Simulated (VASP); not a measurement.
Input of a VASP 6.6.1 run:

The input INCAR:

```
SYSTEM = ScF3
ALGO     = Normal         ! electronic algorithm
EDIFF    = 1E-6           ! SCF threshold, eV
ENCUT    = 910            ! plane-wave cutoff, eV
GGA      = CA             ! functional
GGA_COMPAT= .FALSE.      
ISIF     = 2              ! what is computed and relaxed
ISMEAR   = 0              ! smearing method
LASPH    = .TRUE.         ! aspherical terms in the spheres
LCHARG   = .FALSE.        ! write CHGCAR
LREAL    = .FALSE.        ! projectors in reciprocal space
LWAVE    = .FALSE.        ! write WAVECAR
NBANDS   = 24             ! bands
NELM     = 120            ! most SCF steps
PREC     = Accurate       ! precision mode
SIGMA    = 0.05           ! smearing width, eV
```

File KPOINTS:

```
k-points
0
G
  6 6 6
  0 0 0
```

Contents of POSCAR:

```
ScF3
1.0
    3.6914540000      0.0000000000      0.0000000000
    0.0000000000      3.6914540000      0.0000000000
    0.0000000000      0.0000000000      4.0124500000
Sc F
1 3
Direct
    0.0000000000      0.0000000000      0.0000000000
    0.5000000000      0.0000000000      0.0000000000
    0.0000000000      0.5000000000      0.0000000000
    0.0000000000      0.0000000000      0.5000000000
```

Potentials or basis: VASP PAW LDA potentials, release 64 (Sc_sv, F_h).

Command:

```sh
$ cat potpaw_LDA.64/Sc_sv/POTCAR potpaw_LDA.64/F_h/POTCAR > POTCAR
$ mpirun -np 1 vasp_std > vasp.out
```

Problem. What does it give for the pressure?

Solution. 23.0 GPa.

Problem. Predict the band gap on the k mesh.

Solution. 6.77 eV (least direct gap 7.09 eV).

Stress tensor (GPa, compression positive):
```
34.16  0.00  0.00
 0.00 34.16  0.00
 0.00  0.00  0.83
```

Caveat: the cell differs from its parent crystal (strain -0.080 along x and y, +0.000 along z); the stress differs along the axes, from 1 to 34 GPa. A k mesh can miss the band edges.
